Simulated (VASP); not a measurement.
# InSb3 (P4/mmm) in VASP: notebook, part 2 of 2

VASP 6.6.1.

### Step 3. Single point, PBEsol (volume 28.545 Å^3 an atom, c/a of the conventional cell 0.8857)

The input, INCAR:

```
SYSTEM = InSb3
PREC = Accurate ; ENCUT = 520
EDIFF = 1E-6 ; ISMEAR = 0
SIGMA = 0.15 ; LREAL = .False.
LASPH = .True. ; NELM = 100
ALGO = Normal ; ISIF = 2
LWAVE = .False. ; LCHARG = .False.
GGA = PS ; NBANDS = 22
```

The input, KPOINTS:

```
Automatic mesh
0
Gamma
  10 10 10
  0 0 0
```

The input, POSCAR:

```
InSb3
1.0
    5.0516640923      0.0000000000      0.0000000000
    0.0000000000      5.0516640923      0.0000000000
    0.0000000000      0.0000000000      4.4742588866
In Sb
1 3
Direct
    0.0000000000      0.0000000000      0.0000000000
    0.5000000000      0.0000000000      0.5000000000
    0.0000000000      0.5000000000      0.5000000000
    0.5000000000      0.5000000000      0.0000000000
```

Potentials or basis: VASP PAW PBE potentials, release 64 (In_d, Sb).

Launch:

```sh
> cat potpaw_PBE.64/In_d/POTCAR potpaw_PBE.64/Sb/POTCAR > POTCAR
> mpirun -np 1 vasp_std > vasp.out
```

OUTCAR:

```text
SYSTEM = InSb3
   PREC = Accurate
   ENCUT = 520
   EDIFF = 1E-6
   ISMEAR = 0
   LREAL = .False.
   LASPH = .True.
   NELM = 100
   ISIF = 2
   GGA = PS

 ion  position               nearest neighbor table
   1  0.000  0.000  0.000-   2 3.37   3 3.37   2 3.37   3 3.37   3 3.37   3 3.37   2 3.37   2 3.37
                             4 3.57   4 3.57   4 3.57   4 3.57
   2  0.500  0.000  0.500-   1 3.37   4 3.37   1 3.37   4 3.37   4 3.37   4 3.37   1 3.37   1 3.37
                             3 3.57   3 3.57   3 3.57   3 3.57
   3  0.000  0.500  0.500-   1 3.37   4 3.37   1 3.37   4 3.37   1 3.37   1 3.37   4 3.37   4 3.37
                             2 3.57   2 3.57   2 3.57   2 3.57
   4  0.500  0.500  0.000-   2 3.37   3 3.37   2 3.37   3 3.37   2 3.37   2 3.37   3 3.37   3 3.37
[... 806 lines left out ...]
  Total       -2.6970870     -2.6970870     -3.0143632      0.0000000     -0.0000000      0.0000000
  in kB      -37.8456097    -37.8456097    -42.2976386      0.0000000     -0.0000000      0.0000000
  external PRESSURE =     -39.3296193 kB  Pullay stress =       0.0000000 kB

 VOLUME and BASIS-vectors are now :
 -----------------------------------------------------------------------------
  energy-cutoff  :      520.00
  volume of cell :      114.18
      direct lattice vectors                 reciprocal lattice vectors
     5.051664092  0.000000000  0.000000000     0.197954571  0.000000000  0.000000000
     0.000000000  5.051664092  0.000000000     0.000000000  0.197954571  0.000000000
     0.000000000  0.000000000  4.474258887     0.000000000  0.000000000  0.223500702

 POSITION                                       TOTAL-FORCE (eV/Angst)
 -----------------------------------------------------------------------------------
      0.00000      0.00000      0.00000         0.000000      0.000000      0.000000
      2.52583      0.00000      2.23713         0.000000      0.000000      0.000000
      0.00000      2.52583      2.23713         0.000000      0.000000      0.000000
      2.52583      2.52583      0.00000         0.000000      0.000000      0.000000
 -----------------------------------------------------------------------------------
    total drift:                               -0.000000     -0.000000     -0.000000

  FREE ENERGIE OF THE ION-ELECTRON SYSTEM (eV)
  ---------------------------------------------------
  free  energy   TOTEN  =       -15.9713559539 eV

  energy  without entropy=      -15.9465910961  energy(sigma->0) =      -15.95897353
```

OSZICAR:

```text
N       E                     dE             d eps       ncg     rms          rms(c)
DAV:   1     0.184212640936E+03    0.18421E+03   -0.10877E+04  5544   0.117E+03
DAV:   2     0.526796825754E-01   -0.18416E+03   -0.17764E+03  6088   0.288E+02
DAV:   3    -0.154671373270E+02   -0.15520E+02   -0.14953E+02  6900   0.854E+01
DAV:   4    -0.159985193509E+02   -0.53138E+00   -0.52950E+00  6386   0.165E+01
DAV:   5    -0.160223660338E+02   -0.23847E-01   -0.23844E-01  8266   0.368E+00    0.315E+00
DAV:   6    -0.159838935043E+02    0.38473E-01   -0.62561E-02  6762   0.308E+00    0.173E+00
DAV:   7    -0.159718554951E+02    0.12038E-01   -0.31495E-02  7474   0.167E+00    0.201E-01
DAV:   8    -0.159713636907E+02    0.49180E-03   -0.25717E-03  6582   0.588E-01    0.534E-02
DAV:   9    -0.159713553346E+02    0.83561E-05   -0.11820E-04  7118   0.843E-02    0.233E-02
DAV:  10    -0.159713559539E+02   -0.61925E-06   -0.91963E-06  7204   0.225E-02
   1 F= -.15971356E+02 E0= -.15958974E+02  d E =-.247649E-01
```

stdout:

```text
POSCAR found type information on POSCAR InSb
 POSCAR found :  2 types and       4 ions
 scaLAPACK will be used
 -----------------------------------------------------------------------------
|                                                                             |
|                                                                             |
|     You enforced a specific xc type in the INCAR file but a different       |
|     I HOPE YOU KNOW WHAT YOU ARE DOING!                                     |
|                                                                             |
 -----------------------------------------------------------------------------

 LDA part: xc-table for (Slater+PW92), standard interpolation
 POSCAR, INCAR and KPOINTS ok, starting setup
 FFT: planning ... GRIDC
 FFT: planning ... GRID_SOFT
 FFT: planning ... GRID
 WAVECAR not read
 entering main loop
```

It took 2.8 min on 1 thread of Intel Xeon Platinum 8259CL at 2.50GHz (Skylake/Cascade Lake), shared host; peak memory 0.44 GiB.

What came out:

* Free energy: -15.9714 eV
* Pressure: -3.9 GPa
* Band gap on the k mesh: zero (band 14 reaches 9.89 eV, above the bottom of band 15 at 6.17 eV)

Levels at points of the mesh, in eV from the Fermi level:
| k point | band 12 | band 13 | band 14 | band 15 | band 16 | band 17 |
| --- | --- | --- | --- | --- | --- | --- |
| (0.00, 0.00, 0.00) | -3.39 | 0.05 | 0.05 | 0.63 | 1.94 | 2.23 |
| (0.50, 0.00, 0.00) | -2.20 | -1.38 | -0.53 | -0.47 | 1.53 | 2.15 |
| (0.50, 0.50, 0.00) | -0.81 | -0.80 | -0.57 | -0.57 | 0.62 | 1.77 |
| (0.00, 0.00, 0.50) | -2.00 | -2.00 | -1.48 | -1.12 | 1.58 | 1.58 |
| (0.50, 0.00, 0.50) | -1.89 | -1.38 | -1.20 | -1.08 | -0.93 | 0.92 |
| (0.50, 0.50, 0.50) | -4.65 | -4.62 | 2.60 | 2.70 | 3.51 | 3.51 |

Caveat: the PAW data sets were made with another functional, which shifts forces and pressure a little; spin-orbit coupling is left out, which moves the levels of the heavy elements.

### Step 4. Single point, PBEsol (volume 28.545 Å^3 an atom, c/a of the conventional cell 1.1290)

The input, INCAR:

```
SYSTEM = InSb3
ALGO     = Normal         ! electronic algorithm
EDIFF    = 1E-7           ! SCF threshold, eV
ENCUT    = 520            ! plane-wave cutoff, eV
GGA      = PS             ! functional
ISIF     = 2              ! what is computed and relaxed
ISMEAR   = 0              ! smearing method
LASPH    = .TRUE.         ! aspherical terms in the spheres
LCHARG   = .FALSE.        ! write CHGCAR
LREAL    = .FALSE.        ! projectors in reciprocal space
LWAVE    = .FALSE.        ! write WAVECAR
NBANDS   = 22             ! bands
NELM     = 100            ! most SCF steps
PREC     = Accurate       ! precision mode
SIGMA    = 0.15           ! smearing width, eV
```

The input, KPOINTS:

```
k-points
0
G
  10 10 10
  0 0 0
```

The input, POSCAR:

```
InSb3
1.0
    4.6590642432      0.0000000000      0.0000000000
    0.0000000000      4.6590642432      0.0000000000
    0.0000000000      0.0000000000      5.2600835306
In Sb
1 3
Direct
    0.0000000000      0.0000000000      0.0000000000
    0.5000000000      0.0000000000      0.5000000000
    0.0000000000      0.5000000000      0.5000000000
    0.5000000000      0.5000000000      0.0000000000
```

Launch:

```sh
> cat potpaw_PBE.64/In_d/POTCAR potpaw_PBE.64/Sb/POTCAR > POTCAR
> mpirun -np 1 vasp_std > vasp.out
```

It took 3 min on 1 thread of Intel Xeon Platinum 8259CL at 2.50GHz (Skylake/Cascade Lake), shared host; peak memory 0.43 GiB.

The run converged. Its results:

* Free energy: -15.9591 eV
* Pressure: -3.8 GPa
* Band gap on the k mesh: zero (band 14 reaches 9.68 eV, above the bottom of band 15 at 6.02 eV)

Levels at points of the mesh, in eV from the Fermi level:
```csv
k point,band 12,band 13,band 14,band 15,band 16,band 17
"(0.00, 0.00, 0.00)",-3.39,0.13,0.13,0.57,1.75,2.29
"(0.50, 0.00, 0.00)",-2.22,-1.54,-1.00,-0.77,1.60,2.21
"(0.50, 0.50, 0.00)",-2.28,-1.47,-1.45,-1.26,-1.26,0.74
"(0.00, 0.00, 0.50)",-1.86,-1.86,-0.53,-0.48,0.88,1.72
"(0.50, 0.00, 0.50)",-1.15,-1.05,-0.88,-0.72,0.10,1.44
"(0.50, 0.50, 0.50)",-4.67,-4.64,2.40,2.73,2.73,4.39
```

Caveat: the PAW data sets were made with another functional, which shifts forces and pressure a little; spin-orbit coupling is left out, which moves the levels of the heavy elements.

### Step 5. The runs side by side

| cell | gap on the mesh (eV) | pressure (GPa) |
| --- | --- | --- |
| a = 4.566, b = 4.566, c = 5.477 Å, 4 atoms | none | -3.7 |
| a = 5.052, b = 5.052, c = 4.474 Å, 4 atoms | none | -3.9 |
| a = 4.659, b = 4.659, c = 5.260 Å, 4 atoms | none | -3.8 |

Alike in all rows: task single point; level PBEsol; potentials or basis VASP PAW PBE potentials, release 64 (In_d, Sb); no spin polarisation; k mesh 10 × 10 × 10; cutoff (eV) 520; smearing gaussian 0.15 eV.

Caveats: the PAW data sets were made with another functional, which shifts forces and pressure a little; spin-orbit coupling is left out, which moves the levels of the heavy elements.

Total energies depend on the potentials used, so only differences within one code and one set of settings carry meaning.
